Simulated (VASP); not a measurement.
Runs of VASP 6.6.1 on Sn3Te2O. The structure is that of space group P6/mmm (No. 191), or close to it. The cells are those of the table. The cell was generated, and may not be a known phase.

```csv
task,cell,k mesh,cutoff (eV),gap on the mesh (eV),pressure (GPa),relaxed volume (Å³/atom)
relaxation of cell and atoms,"relaxed from a = 5.781, b = 5.781, c = 6.550 Å, angles 90.0, 90.0, 120.0°, 6 atoms",3 × 3 × 4,600,none,0.0,(a)
single point,"a = 5.913, b = 5.913, c = 5.928 Å, angles 90.0, 90.0, 120.0°, 6 atoms",6 × 6 × 6,520,none,-0.1,-
single point,"a = 5.848, b = 5.848, c = 6.081 Å, angles 90.0, 90.0, 120.0°, 6 atoms",3 × 3 × 4,520,none,-0.1,-
relaxation of cell and atoms,"relaxed from a = 4.573, b = 4.573, c = 10.777 Å, angles 90.0, 90.0, 120.0°, 6 atoms",6 × 6 × 2,600,none,0.0,31.44
single point,"a = 4.573, b = 4.573, c = 10.777 Å, angles 90.0, 90.0, 120.0°, 6 atoms",6 × 6 × 2,520,none,45.1,-
```

Alike in all rows: level PBE; potentials or basis VASP PAW PBE potentials, release 64 (Sn_d, Te, O); no spin polarisation; smearing gaussian 0.1 eV.

Fill in the values left out.

(a) 29.94.

Caveats: some runs use coarse meshes; spin-orbit coupling is left out, which moves the levels of the heavy elements; a cell axis changed by over 15 % at a fixed basis, so the end point is rough (at least some runs); the stress differs along the axes, from -0 to 68 GPa (at least some runs); semilocal functionals underestimate gaps, and a narrow one can read as zero (at least some runs).

A k mesh can miss the band edges, and the runs leave out spin-orbit coupling on Sn, Te.

A gap of «none» marks levels without a gap at the run's occupations.
